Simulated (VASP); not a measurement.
Here is a VASP 6.6.1 calculation.

Contents of INCAR:

```
SYSTEM = Ta
PREC = Accurate
ENCUT = 500
EDIFF = 1E-6
ISMEAR = 1
SIGMA = 0.05
LREAL = .False.
LASPH = .True.
NELM = 120
ALGO = Normal
ISIF = 2
LWAVE = .False.
LCHARG = .False.
NBANDS = 18
GGA_COMPAT = .False.
```

Contents of KPOINTS:

```
regular mesh
0
Gamma
  12 12 12
  0 0 0
```

The input POSCAR:

```
Ta
1.0
    3.2510051658      0.0000000000      0.0000000000
    0.0000000000      3.2510051658      0.0000000000
    0.0000000000      0.0000000000      3.2510051658
Ta
2
Direct
    0.0000000000      0.0000000000      0.0000000000
    0.5000000000      0.5000000000      0.5000000000
```

Potentials or basis: VASP PAW LDA potentials, release 64 (Ta_pv).

The run is started by

```console
$ cat potpaw_LDA.64/Ta_pv/POTCAR > POTCAR
$ mpirun -np 1 vasp_std > vasp.out
```

Q: Predict the pressure.

A: 0.8 GPa.

Q: Estimate the band gap on the k mesh.

A: Zero (bands 11 and 12 overlap by 3.20 eV).

Caveat: spin-orbit coupling is left out, which moves the levels of the heavy elements.
